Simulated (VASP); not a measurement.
Input of a VASP 6.6.1 run:

File INCAR:

```
  PREC = Accurate
  ENCUT = 520
  EDIFF = 1E-6
  ISMEAR = 0
  SIGMA = 0.05
  LREAL = F
  LASPH = T
  NELM = 80
  ALGO = Normal
  ISIF = 2
  LWAVE = F
  LCHARG = T
  LELF = T
  LVHAR = T
  NBANDS = 12
```

The input KPOINTS:

```
regular mesh
0
Gamma
  8 8 8
```

The input POSCAR:

```
CsH
1.0
    0.0000000000      3.1880000000      3.4430400000
    3.1880000000      0.0000000000      3.4430400000
    3.1880000000      3.1880000000      0.0000000000
Cs H
1 1
Direct
    0.0000000000      0.0000000000      0.0000000000
    0.5000000000      0.5000000000      0.5000000000
```

Potentials or basis: VASP PAW LDA potentials, release 64 (Cs_sv, H).

Run with:

```sh
$ cat potpaw_LDA.64/Cs_sv/POTCAR potpaw_LDA.64/H/POTCAR > POTCAR
$ mpirun -np 1 vasp_std > vasp.out
```

Question: What does it give for the band gap on the k mesh?

Answer: 2.01 eV.

Question: Predict the pressure.

Answer: -1.6 GPa.

Stress tensor (GPa, compression positive):
```
-1.32  0.00  0.00
 0.00 -1.32  0.00
 0.00  0.00 -2.13
```

Caveat: the cell differs from its parent crystal (strain +0.000 along x and y, +0.080 along z); spin-orbit coupling is left out, which moves the levels of the heavy elements. A k mesh can miss the band edges.
